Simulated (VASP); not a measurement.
# Re: electric field gradients with PBEsol

The system is Re.

```
Re
1.0
     2.60290    0.00000    0.00000
    -1.30145    2.25418    0.00000
     0.00000    0.00000    4.16200
Re
2
Direct
  0.33333 0.66667 0.25000
  0.66667 0.33333 0.75000
```

```yaml
Program: VASP 6.6.1
Task: electric field gradients
Functional: PBEsol
Potentials_or_basis: VASP PAW PBE potentials, release 64 (Re)
Cutoff: 520 eV
k_mesh: 18 × 18 × 10
Occupations: fermi-dirac, width 0.05 eV
Spin: no spin polarisation
Dipole_correction: no
Further_INCAR_settings: ALGO = Normal; EDIFF = 1e-08; NBANDS = 14
```

```
Pressure                                : 103.6 GPa
Band gap on the k mesh                  : zero (bands 7 and 8 overlap by 4.63 eV)
Largest electric field gradient by atom : Re -109.0 V/Å²
```

Stress tensor (GPa, compression positive):
```
100.88   0.00   0.00
  0.00 100.88   0.00
  0.00   0.00 109.13
```

Levels at points of the mesh, in eV from the Fermi level:
```tsv
k point	band 3	band 4	band 5	band 6	band 7	band 8	band 9	band 10	band 11	band 12
(0.00, 0.00, 0.00)	-2.20	-2.20	-1.99	-1.03	-1.03	0.05	0.05	1.37	4.28	4.28
(0.50, 0.00, 0.00)	-6.75	-2.74	-1.71	-1.54	-0.60	5.13	5.89	5.90	7.95	9.02
(0.00, 0.00, 0.50)	-2.86	-2.86	-2.39	-2.39	-2.39	-2.39	3.33	3.33	3.33	3.33
(0.50, 0.00, 0.50)	-5.31	-5.31	0.37	0.37	1.48	1.48	5.57	5.57	6.24	6.24
```

Electric field gradients, principal values (V/Å²):
```csv
atom,least,middle,greatest (by size)
1 Re,54.504,54.504,-109.008
2 Re,54.504,54.504,-109.008
```

Wall time 68 s on 1 thread of AMD EPYC 7R43 64-Core Processor (Zen 3), on a shared host, peak memory 0.15 GiB.

Caveat: the stress differs along the axes, from 101 to 109 GPa; without QUAD_EFG the Cq values of the log hold for a quadrupole moment of 1 mb, not for the nuclei; the PAW data sets were made with another functional, which shifts forces and pressure a little; spin-orbit coupling is left out, which moves the levels of the heavy elements.
